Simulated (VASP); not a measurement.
The system is Sn3Te.

```
Te Sn
1.0
     4.79986    0.00000    0.00000
     0.00000    4.79986    0.00000
     0.00000    0.00000    4.79986
Te Sn
1 3
Cartesian
  0.0000 0.0000 0.0000
  0.0000 2.3999 2.3999
  2.3999 0.0000 2.3999
  2.3999 2.3999 0.0000
```

Base run:

| Item | Value |
| --- | --- |
| Program | VASP 6.6.1 |
| Functional | PBE |
| Potentials or basis | VASP PAW PBE potentials, release 64 (Te, Sn_d) |
| Cutoff | 520 eV |
| k mesh | 6 × 6 × 6 |
| Occupations | fermi-dirac, width 0.05 eV |
| Spin | no spin polarisation |

Its results: band gap on the k mesh zero (band 24 reaches 11.13 eV, above the bottom of band 25 at 7.69 eV); pressure 2.3 GPa.

**Question.** The run is repeated on the same cell with these changes: functional from PBE to PBEsol. What comes out?

**Answer.** Band gap on the k mesh zero (band 24 reaches 10.98 eV, above the bottom of band 25 at 7.51 eV); pressure -0.6 GPa.

PBEsol binds more tightly than PBE, so the same cell stands under less pressure.

Caveats: spin-orbit coupling is left out, which moves the levels of the heavy elements; the PAW data sets were made with another functional, which shifts forces and pressure a little (some runs).
